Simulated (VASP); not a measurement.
Hf: relaxation of shape and atoms at fixed volume with PBE

The system is Hf.

```xyz
2
Lattice="3.0689 0.0000 0.0000 -1.5344 2.6577 0.0000 0.0000 0.0000 4.8634" Properties=species:S:1:pos:R:3 pbc="T T T"
Hf    0.0000    1.7718    1.2158
Hf    1.5344    0.8859    3.6475
```

This cell differs from its parent crystal: volume scaled by 0.88.

| Item | Value |
| --- | --- |
| Program | VASP 6.6.1 |
| Task | relaxation of shape and atoms at fixed volume |
| Functional | PBE |
| Potentials or basis | VASP PAW PBE potentials, release 64 (Hf_pv) |
| Cutoff | 600 eV |
| k mesh | 15 × 15 × 8 |
| Occupations | gaussian, width 0.1 eV |
| Spin | no spin polarisation |
| Dipole correction | no |
| Further INCAR settings | ALGO = Normal; EDIFF = 1e-06; IBRION = 2; EDIFFG = -0.01; NSW = 50; ISIF = 4 |

| Quantity | Value |
| --- | --- |
| Energy gained by relaxing | 0.0 meV/atom |
| Ionic steps | 2 |
| Pressure after relaxing | 16.6 GPa |
| Band gap on the k mesh | zero (band 10 reaches 6.99 eV, above the bottom of band 11 at 5.37 eV) |

Final structure:
```
CELL_PARAMETERS angstrom
3.06783 0.00000 0.00000
-1.53391 2.65682 0.00000
0.00000 0.00000 4.86673
ATOMIC_POSITIONS crystal
Hf 0.33333 0.66667 0.25000
Hf 0.66667 0.33333 0.75000
```

Levels at points of the mesh, in eV from the Fermi level:
| k point | band 6 | band 7 | band 8 | band 9 | band 10 | band 11 | band 12 | band 13 | band 14 |
| --- | --- | --- | --- | --- | --- | --- | --- | --- | --- |
| (0.00, 0.00, 0.00) | -29.78 | -7.80 | -4.13 | 1.09 | 1.18 | 1.18 | 1.48 | 2.14 | 2.14 |
| (0.00, 0.00, 0.50) | -29.87 | -5.60 | -5.60 | 0.08 | 0.08 | 1.07 | 1.07 | 1.07 | 1.07 |

It took 43 s on 1 thread of Intel(R) Xeon(R) 6975P-C (Granite Rapids), with other jobs on the host, peak memory 0.24 GiB.

Caveat: spin-orbit coupling is left out, which moves the levels of the heavy elements.
